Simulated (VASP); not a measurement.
# Br (Cmce) in VASP: density of states with PBE+D3(BJ)

Aim: the density of states of Br with PBE+D3(BJ).

Everything below comes from runs of VASP 6.6.1. Logs are shortened: lines on timing, memory, paths and dates and some standing lists are left out, and cuts for length are marked.

## Step 1: The cell of the first run

It takes space group Cmce (No. 64, orthorhombic). Conventional cell: a = 6.994 Å, b = 4.147 Å, c = 8.575 Å, α = 90.00°, β = 90.00°, γ = 90.00°. Within 3.2 Å of Br (site symmetry m) lie 3 Br at 2.40 to 3.06 Å.

## Step 2: Density of states, PBE+D3(BJ)

POSCAR

```
Br
1.0
    3.4968262690     -2.0736279842      0.0000000000
    3.4968262690      2.0736279842      0.0000000000
    0.0000000000      0.0000000000      8.5752373927
Br
4
Direct
    0.8487824555      0.1512175445      0.1190908492
    0.6512175445      0.3487824555      0.6190908492
    0.1512175445      0.8487824555      0.8809091508
    0.3487824555      0.6512175445      0.3809091508
```

INCAR.step1

```
PREC = Accurate
ENCUT = 520
EDIFF = 1E-6
ISMEAR = 0
SIGMA = 0.02
LREAL = False
LASPH = True
NELM = 60
ALGO = Normal
ISIF = 2
LWAVE = False
LCHARG = True
GGA = PE
IVDW = 12
NBANDS = 22
```

KPOINTS.step1

```
regular mesh
0
Gamma
  8 8 4
```

INCAR.step2

```
PREC = Accurate
ENCUT = 520
EDIFF = 1E-6
ISMEAR = -5
SIGMA = 0.02
LREAL = False
LASPH = True
NELM = 60
ALGO = Normal
ISIF = 2
LWAVE = False
LCHARG = False
GGA = PE
IVDW = 12
LORBIT = 11
NEDOS = 1001
ICHARG = 11
```

KPOINTS.step2

```
regular mesh
0
Gamma
  12 12 6
```

Potentials or basis: VASP PAW PBE potentials, release 64 (Br).

On the command line:

```console
cat potpaw_PBE.64/Br/POTCAR > POTCAR
cp INCAR.step1 INCAR
cp KPOINTS.step1 KPOINTS
mpirun -np 1 vasp_std > vasp.out
cp INCAR.step2 INCAR
cp KPOINTS.step2 KPOINTS
mpirun -np 1 vasp_std > vasp.out
```

OUTCAR:

```text
PREC = Accurate
   ENCUT = 520
   EDIFF = 1E-6
   ISMEAR = -5
   LREAL = False
   LASPH = True
   NELM = 60
   ISIF = 2
   GGA = PE
   IVDW = 12
   LORBIT = 11
   ICHARG = 11
 IVDW          = 12

 ion  position               nearest neighbor table
   1  0.849  0.151  0.119-   3 2.40
   2  0.651  0.349  0.619-   4 2.40
   3  0.151  0.849  0.881-   1 2.40
   4  0.349  0.651  0.381-   2 2.40

  LATTYP: Found a base centered orthorhombic cell.
 ALAT       =     4.1472559684
 B/A-ratio  =     1.6863325031
 C/A-ratio  =     2.0676894453

  Lattice vectors:

 A1 = (  -3.4968262690,  -2.0736279842,   0.0000000000)
 A2 = (   3.4968262690,  -2.0736279842,   0.0000000000)
 A3 = (   0.0000000000,   0.0000000000,   8.5752373927)

Analysis of symmetry for initial positions (statically):
=====================================================================
 Subroutine PRICEL returns:
 Original cell was already a primitive cell.

 Routine SETGRP: Setting up the symmetry group for a
 base centered orthorhombic supercell.

 Subroutine GETGRP returns: Found  8 space group operations
 (whereof  4 operations were pure point group operations)
 out of a pool of  8 trial point group operations.

The static configuration has the point symmetry C_2h.
 The point group associated with its full space group is D_2h.

Analysis of symmetry for dynamics (positions and initial velocities):
=====================================================================
 Subroutine PRICEL returns:
 Original cell was already a primitive cell.

 Routine SETGRP: Setting up the symmetry group for a
 base centered orthorhombic supercell.

 Subroutine GETGRP returns: Found  8 space group operations
 (whereof  4 operations were pure point group operations)
 out of a pool of  8 trial point group operations.

The dynamic configuration has the point symmetry C_2h.
 The point group associated with its full space group is D_2h.

 Subroutine INISYM returns: Found  8 space group operations
 (whereof  4 operations are pure point group operations),
 and found     1 'primitive' translations

----------------------------------------------------------------------------------------

                                     Primitive cell

  volume of cell :     124.3601

  direct lattice vectors                    reciprocal lattice vectors
     3.496826269 -2.073627984  0.000000000     0.142986800 -0.241123289  0.000000000
     3.496826269  2.073627984  0.000000000     0.142986800  0.241123289  0.000000000
     0.000000000  0.000000000  8.575237393     0.000000000  0.000000000  0.116614847

  length of vectors
     4.065430724  4.065430724  8.575237393     0.280331350  0.280331350  0.116614847

  position of ions in fractional coordinates (direct lattice)
     0.848782456  0.151217544  0.119090849
     0.651217544  0.348782456  0.619090849
     0.151217544  0.848782456  0.880909151
     0.348782456  0.651217544  0.380909151

  ion indices of the primitive-cell ions
   primitive index   ion index
                 1           1
                 2           2
                 3           3
                 4           4

----------------------------------------------------------------------------------------

 KPOINTS: regular mesh

Automatic generation of k-mesh.
 Grid dimensions read from file:
 generate k-points for:   12   12    6

 Generating k-lattice:

  Cartesian coordinates                     Fractional coordinates (reciprocal lattice)
     0.011915567 -0.020093607  0.000000000     0.083333333  0.000000000  0.000000000
     0.011915567  0.020093607  0.000000000     0.000000000  0.083333333  0.000000000
     0.000000000  0.000000000  0.019435808     0.000000000  0.000000000  0.166666667

  Length of vectors
     0.023360946  0.023360946  0.019435808

  Shift w.r.t. Gamma in fractional coordinates (k-lattice)
     0.000000000  0.000000000  0.000000000

 TETIRR: Found   1296 inequivalent tetrahedra from     5184

 Subroutine IBZKPT returns following result:
 ===========================================

 Found    172 irreducible k-points:

 Following reciprocal coordinates:
            Coordinates               Weight
  0.000000  0.000000  0.000000      1.000000
  0.083333 -0.000000  0.000000      4.000000
  0.166667 -0.000000  0.000000      4.000000
  0.250000  0.000000  0.000000      4.000000
  0.333333  0.000000  0.000000      4.000000
  0.416667  0.000000  0.000000      4.000000
[... 16 lines left out ...]
  0.500000  0.166667  0.000000      4.000000
 -0.416667  0.166667  0.000000      4.000000
 [... further k-points ...]
   k-points           NKPTS =    172   k-points in BZ     NKDIM =    172   number of bands    NBANDS=     18
   number of dos      NEDOS =   1001   number of ions     NIONS =      4
   total plane-waves  NPLWV =  57600
   dimension x,y,z NGX =    30 NGY =   30 NGZ =   64
   dimension x,y,z NGXF=    60 NGYF=   60 NGZF=  128
   ions per type =               4
   NGX,Y,Z   is equivalent  to a cutoff of  12.27, 12.27, 12.41 a.u.
   NGXF,Y,Z  is equivalent  to a cutoff of  24.54, 24.54, 24.82 a.u.
 SYSTEM =  unknown system
   PREC   = accura    normal or accurate (medium, high low for compatibility)
   ISTART =      0    job   : 0-new  1-cont  2-samecut
   ICHARG =     11    charge: 1-file 2-atom 10-const
   ISPIN  =      1    spin polarized calculation?
   LNONCOLLINEAR =      F non collinear calculations
   LSORBIT =      F    spin-orbit coupling
   LASPH  =      T    aspherical Exc in radial PAW
   ENCUT  =  520.0 eV  38.22 Ry    6.18 a.u.   7.56  7.56 15.94*2*pi/ulx,y,z
   NELM   =     60;   NELMIN=  2; NELMDL=  0     # of ELM steps
   EDIFF  = 0.1E-05   stopping-criterion for ELM
   LREAL  =      F    real-space projection
   EDIFFG = 0.1E-04   stopping-criterion for IOM
   NSW    =      0    number of steps for IOM
   IBRION =     -1    ionic relax: 0-MD 1-quasi-New 2-CG
   NFREE  =      0    steps in history (QN), initial steepest desc. (CG)
   ISIF   =      2    stress and relaxation
   ISYM   =      2    0-nonsym 1-usesym 2-fastsym
   POTIM  = 0.5000    time-step for ionic-motion
   TEBEG  =    0.0;   TEEND  =   0.0 temperature during run
   PSTRESS=    0.0 pullay stress
   NELECT =      28.0000    total number of electrons
   NUPDOWN=      -1.0000    fix difference up-down
   EMIN   =  10.00;   EMAX   =-10.00  energy-range for DOS
   EFERMI =   0.00;   METHOD = LEGACY
   ISMEAR =    -5;   SIGMA  =   0.02  broadening in eV -4-tet -1-fermi 0-gaus
   EFERMI_NEDOS =   21; number of points for ismear=-14 and -15
   IALGO  =     38    algorithm
   IMIX   =      4    mixing-type and parameters
     AMIX     =   0.40;   BMIX     =  1.00
     AMIX_MAG =   1.60;   BMIX_MAG =  1.00
  volume/ion in A,a.u.               =      31.09       209.81
  Fermi-wavevector in a.u.,A,eV,Ry     =   0.995941  1.882057 13.495611  0.991899
  Thomas-Fermi vector in A             =   2.127996
   LORBIT       =     11    0 simple, 1 ext, 2 COOP (PROOUT), +10 PAW based schemes
   GGA     = PE    functional components
   LHFCALC =     F    Hartree Fock is set to
   AEXX    =    0.0000 exact exchange contribution
   IVDW    =    12    specifies the selected vdW correction
   LEPSILON=     F    determine dielectric tensor
   LRPA    =     F    only Hartree local field effects (RPA)
 non-spin polarized calculation
 Fermi weights with tetrahedron method with Bloechl corrections
  energy-cutoff  :      520.00
  volume of cell :      124.36
 maximum number of plane-waves:      3380

 number of electron      27.9999994 magnetization

 Free energy of the ion-electron system (eV)
  ---------------------------------------------------
  ext. energy  EPLUGINS =         0.00000000
  ---------------------------------------------------
  free energy    TOTEN  =        -6.46372937 eV

  energy without entropy =       -6.46372937  energy(sigma->0) =       -6.46372937

 E-fermi :   0.4156     XC(G=0):  -8.2808

 val. band max:        0.4012497494   @ k =   0.0000   0.0000   0.0000
 cond. band min:       1.7151733300   @ k =   0.5000   0.4167   0.0000
 fundamental gap:      1.3139235806
 Fermi energy:         0.4156387082

 k-point     1 :       0.0000    0.0000    0.0000
  band No.  band energies     occupation
      1     -15.5243      2.00000
      2     -14.8434      2.00000
      3     -13.4013      2.00000
      4     -12.1593      2.00000
      5      -4.7212      2.00000
      6      -3.1999      2.00000
[... 10 lines left out ...]
     17       6.3379      0.00000
     18       7.1726      0.00000

 k-point     2 :       0.0833   -0.0000    0.0000
  band No.  band energies     occupation
      1     -15.4982      2.00000
      2     -14.8363      2.00000
      3     -13.3813      2.00000
      4     -12.1846      2.00000
      5      -4.7193      2.00000
      6      -3.2735      2.00000
[... 10 lines left out ...]
     17       6.5222      0.00000
     18       7.2727      0.00000

 k-point     3 :       0.1667   -0.0000    0.0000
  band No.  band energies     occupation
      1     -15.4233      2.00000
      2     -14.8189      2.00000
      3     -13.3234      2.00000
      4     -12.2584      2.00000
      5      -4.7232      2.00000
      6      -3.5097      2.00000
[... 10 lines left out ...]
     17       6.9904      0.00000
     18       7.6686      0.00000

 k-point     4 :       0.2500    0.0000    0.0000
  band No.  band energies     occupation
      1     -15.3092      2.00000
      2     -14.8027      2.00000
      3     -13.2331      2.00000
      4     -12.3736      2.00000
      5      -4.7511      2.00000
      6      -3.8754      2.00000
[... 10 lines left out ...]
     17       7.4680      0.00000
     18       7.8549      0.00000

 k-point     5 :       0.3333    0.0000    0.0000
  band No.  band energies     occupation
      1     -15.1723      2.00000
      2     -14.8039      2.00000
      3     -13.1176      2.00000
      4     -12.5181      2.00000
      5      -4.7975      2.00000
      6      -4.2560      2.00000
[... 10 lines left out ...]
     17       7.4879      0.00000
     18       7.5872      0.00000

 k-point     6 :       0.4167    0.0000    0.0000
  band No.  band energies     occupation
      1     -15.0341      2.00000
      2     -14.8392      2.00000
      3     -12.9832      2.00000
      4     -12.6765      2.00000
      5      -4.8157      2.00000
      6      -4.5605      2.00000
[... 307 lines left out ...]
 k-point    21 :       0.3333    0.1667    0.0000
  band No.  band energies     occupation
      1     -15.3331      2.00000
      2     -14.7617      2.00000
      3     -13.2465      2.00000
      4     -12.2541      2.00000
      5      -4.6593      2.00000
      6      -3.6056      2.00000
[... 10 lines left out ...]
     17       7.9790      0.00000
     18       8.2758      0.00000

 k-point    22 :       0.4167    0.1667    0.0000
  band No.  band energies     occupation
      1     -15.2189      2.00000
      2     -14.7545      2.00000
      3     -13.1553      2.00000
      4     -12.3801      2.00000
      5      -4.6976      2.00000
      6      -3.9780      2.00000
[... 10 lines left out ...]
     17       8.0789      0.00000
     18       8.2555      0.00000

 k-point    23 :       0.5000    0.1667    0.0000
  band No.  band energies     occupation
      1     -15.0952      2.00000
      2     -14.7767      2.00000
      3     -13.0476      2.00000
      4     -12.5374      2.00000
      5      -4.7466      2.00000
      6      -4.3411      2.00000
[... 10 lines left out ...]
     17       7.9010      0.00000
     18       8.0681      0.00000

 k-point    24 :      -0.4167    0.1667    0.0000
  band No.  band energies     occupation
      1     -14.9812      2.00000
      2     -14.8393      2.00000
      3     -12.9271      2.00000
      4     -12.7070      2.00000
      5      -4.7525      2.00000
      6      -4.6148      2.00000
[... 10 lines left out ...]
     17       7.8513      0.00000
     18       8.0122      0.00000

 [... further k-points ...]

------------------------ aborting loop because EDIFF is reached ----------------------------------------

 Edisp (eV)   -0.92645

 E8    (eV) :    -0.3669

  FORCE on cell =-STRESS in cart. coord.  units (eV):
  Direction    XX          YY          ZZ          XY          YZ          ZX
  --------------------------------------------------------------------------------------
  -------------------------------------------------------------------------------------
  Total      -0.01365     0.01228     0.03316     0.00000     0.00000     0.00000
  in kB      -0.17592     0.15815     0.42716     0.00000     0.00000     0.00000
  external pressure =        0.14 kB  Pullay stress =        0.00 kB

 VOLUME and BASIS-vectors are now :
 -----------------------------------------------------------------------------
  energy-cutoff  :      520.00
  volume of cell :      124.36
      direct lattice vectors                 reciprocal lattice vectors
     3.496826269 -2.073627984  0.000000000     0.142986800 -0.241123289  0.000000000
     3.496826269  2.073627984  0.000000000     0.142986800  0.241123289  0.000000000
     0.000000000  0.000000000  8.575237393     0.000000000  0.000000000  0.116614847

 POSITION                                       TOTAL-FORCE (eV/Angst)
 -----------------------------------------------------------------------------------
      3.49683     -1.44649      1.02123         0.000000      0.002076      0.008040
      3.49683     -0.62714      5.30885         0.000000     -0.002076      0.008040
      3.49683      1.44649      7.55401         0.000000     -0.002076     -0.008040
      3.49683      0.62714      3.26639         0.000000      0.002076     -0.008040
 -----------------------------------------------------------------------------------
    total drift:                               -0.000000      0.000000      0.000000

  FREE ENERGIE OF THE ION-ELECTRON SYSTEM (eV)
  ---------------------------------------------------
  free  energy   TOTEN  =        -7.3901833567 eV

  energy  without entropy=       -7.3901833567  energy(sigma->0) =       -7.39018336

 total charge

# of ion       s       p       d       tot
------------------------------------------
    1        1.643   3.068   0.035   4.746
    2        1.643   3.068   0.035   4.746
    3        1.643   3.068   0.035   4.746
    4        1.643   3.068   0.035   4.746
--------------------------------------------------
tot          6.570  12.272   0.140  18.982
```

It took 3.9 min on 1 thread of Intel Xeon Platinum 8488C (Sapphire Rapids), shared host; peak memory 0.43 GiB.

What came out:

* Valence electrons inside the program's atomic spheres: Br 4.75
* Dispersion energy per atom: -0.232 eV
